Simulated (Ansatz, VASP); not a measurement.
**Two plane-wave programs on AlCu**

INCAR

```
PREC     = Accurate       # precision mode
ENCUT    = 520            # plane-wave cutoff, eV
EDIFF    = 1E-7           # SCF threshold, eV
ISMEAR   = 0              # smearing method
SIGMA    = 0.15           # smearing width, eV
LREAL    = False          # projectors in reciprocal space
LASPH    = True           # aspherical terms in the spheres
NELM     = 60             # most SCF steps
ALGO     = Fast           # electronic algorithm
ISIF     = 2              # what is computed and relaxed
LWAVE    = False          # write WAVECAR
LCHARG   = False          # write CHGCAR
GGA      = PS             # functional
NBANDS   = 14             # bands
```

The input KPOINTS:

```
regular mesh
0
Gamma
  20 20 20
```

Contents of POSCAR:

```
AlCu
1.0
    2.9560037103      0.0221700278      0.0000000000
    0.0221700278      2.9560037103      0.0000000000
    0.0000000000      0.0000000000      2.9560037103
Al Cu
1 1
Direct
    0.0000000000      0.0000000000      0.0000000000
    0.5000000000      0.5000000000      0.5000000000
```

Input for Ansatz:

```yaml
crystal:
  lattice:
    - [2.9560037103, 0.0221700278, 0.0]
    - [0.0221700278, 2.9560037103, 0.0]
    - [0.0, 0.0, 2.9560037103]
  atoms:
    - { symbol: Al, position: [0.0, 0.0, 0.0] }
    - { symbol: Cu, position: [0.5, 0.5, 0.5] }
basis:
  ecutwfc: 420
kpoints:
  mp_grid: { grid: [20, 20, 20] }
hamiltonian:
  xc: pbesol
scf:
  occupations: { method: gaussian, width: 0.15 }
output:
  forces: true
  stress: true
  eigenvalues: true
```

Change from the starting cell: strain +0.0150 x Voigt [0, 0, 0, 0, 0, 1], atoms carried along.

Alike in both runs: task single point; functional PBEsol; k mesh 20 × 20 × 20; occupations gaussian, width 0.15 eV; no spin polarisation.

|  | VASP | Ansatz |
| --- | --- | --- |
| version | VASP 6.6.1 | Ansatz 0.2.0 |
| potentials or method | VASP PAW PBE potentials, release 64 (Al, Cu), cutoff 520 eV | scalar-relativistic, plane waves, PAW |
| valence electrons in the cell | 14 | 22 |

Ansatz gave:

- gap on the k mesh at the Fermi level (eV): none
- pressure (GPa): 0.1
- traceless stress, the component that is largest in VASP (GPa): -0.66

Problem. What did VASP give for the same quantities?

Solution. gap on the k mesh at the Fermi level (eV): none; pressure (GPa): 0.5; traceless stress, the component that is largest in VASP (GPa): -0.65.

VASP's potentials were made for PBE, not for PBEsol. A gap of «none» marks a metal or a gap that the smearing closes. With one functional, cell and mesh, what is left measures potentials, basis and numerics. VASP's potentials hold 14 valence electrons a cell and Ansatz's 22, so a difference there can come from the potentials and not from the codes.
